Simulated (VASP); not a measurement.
MgAsIr3:

```
Mg As Ir
1.0
     4.41684    0.00000    0.00000
     0.00000    4.41684    0.00000
     0.00000    0.00000    4.41684
Mg As Ir
1 1 3
Direct
  0.00000 0.00000 0.00000
  0.50000 0.50000 0.50000
  0.50000 0.50000 0.00000
  0.00000 0.50000 0.50000
  0.50000 0.00000 0.50000
```

```yaml
Program: VASP 6.6.1
Task: relaxation of cell and atoms
Functional: PBE
Potentials_or_basis: VASP PAW PBE potentials, release 64 (Mg, As, Ir)
Cutoff: 600 eV
k_mesh: 4 × 4 × 4
Occupations: gaussian, width 0.1 eV
Spin: no spin polarisation
```

At the start: pressure 19.0 GPa; volume 17.23 Å³/atom.

Problem. Where does the relaxation end?

Solution. Over 4 steps the energy falls by 99.8 meV/atom and the volume is 19.11 Å³/atom (+10.9 %); space group Pm-3m (No. 221, to 0.05 Å).

The path:
| step | energy change (eV) | largest force (eV/Å) | pressure (GPa) | volume (Å³) |
| --- | --- | --- | --- | --- |
| 1 | 0.0000 | 0.0000 | 18.97 | 86.17 |
| 2 | 0.6568 | 0.0000 | -16.60 | 114.21 |
| 3 | -0.4980 | 0.0000 | -0.78 | 96.02 |
| 4 | -0.4992 | 0.0000 | -0.13 | 95.57 |

Final structure:
```
Mg As Ir
1.0
     4.57204    0.00000    0.00000
     0.00000    4.57204    0.00000
     0.00000    0.00000    4.57204
Mg As Ir
1 1 3
Cartesian
  0.0000 0.0000 0.0000
  2.2860 2.2860 2.2860
  2.2860 2.2860 0.0000
  0.0000 2.2860 2.2860
  2.2860 0.0000 2.2860
```
